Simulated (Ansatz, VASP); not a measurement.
# One calculation of Bi, two programs

File INCAR:

```
SYSTEM = Bi
PREC     = Accurate       ! precision mode
ENCUT    = 520            ! plane-wave cutoff, eV
EDIFF    = 1E-6           ! SCF threshold, eV
ISMEAR   = -1             ! smearing method
SIGMA    = 0.05           ! smearing width, eV
LREAL    = .False.        ! projectors in reciprocal space
LASPH    = .True.         ! aspherical terms in the spheres
NELM     = 80             ! most SCF steps
ALGO     = Normal         ! electronic algorithm
ISIF     = 2              ! what is computed and relaxed
LWAVE    = .False.        ! write WAVECAR
LCHARG   = .False.        ! write CHGCAR
GGA      = PS             ! functional
NBANDS   = 14             ! bands
```

KPOINTS

```
Automatic mesh
0
Gamma
  8 8 8
  0 0 0
```

File POSCAR:

```
Bi
1.0
   -1.9814305318      1.9814305318      1.9021733105
    1.9814305318     -1.9814305318      1.9021733105
    1.9814305318      1.9814305318     -1.9021733105
Bi
1
Direct
    0.0000000000      0.0000000000      0.0000000000
```

File input.yaml:

```yaml
crystal:
  lattice:
    - [-1.9814305318, 1.9814305318, 1.9021733105]
    - [1.9814305318, -1.9814305318, 1.9021733105]
    - [1.9814305318, 1.9814305318, -1.9021733105]
  atoms:
    - { symbol: Bi, position: [0.0, 0.0, 0.0] }
hamiltonian:
  xc: pbesol
  pseudopotentials: { kind: paw }
kpoints:
  mp_grid: { grid: [8, 8, 8] }
  band_path:
    path:
      - [[0.0, 0.0, 0.0], [0.0, 0.0, 0.5], [-0.5, 0.5, 0.5], [0.0, 0.0, 0.0], [0.4804, 0.4804, -0.4804], [0.25, 0.25, 0.25], [0.0, 0.5, 0.0], [-0.4804, 0.5196, 0.4804], [-0.5, 0.5, 0.5]]
      - [[0.0, 0.0, 0.5], [0.25, 0.25, 0.25]]
    npoints: 14
scf:
  occupations: { method: fermi_dirac, width: 0.05 }
  n_extra_bands: 6
output:
  forces: true
  stress: true
  eigenvalues: true
  fatbands: true
```

Alike in both runs: functional PBEsol; k mesh 8 × 8 × 8; occupations fermi-dirac, width 0.05 eV; no spin polarisation.

|  | VASP | Ansatz |
| --- | --- | --- |
| version | VASP 6.6.1 | Ansatz 0.2.0 |
| potentials or method | VASP PAW PBE potentials, release 64 (Bi_d) | Ansatz PAW |
| plane-wave cutoff (eV) | 520 | 420 |
| valence electrons in the cell | 15 | 15 |
| task | single point | band structure |

|  | VASP | Ansatz | Ansatz less VASP |
| --- | --- | --- | --- |
| gap on the k mesh at the Fermi level (eV) | none | none | - |
| pressure (GPa) | 0.0 | 0.1 | +0.07 |
| traceless stress, the component that is largest in VASP (GPa) | 0.85 | 0.85 | +0.005 |

VASP's potentials were made for PBE, not for PBEsol. A gap of «none» marks a metal or a gap that the smearing closes.

Spin-orbit coupling is off throughout.
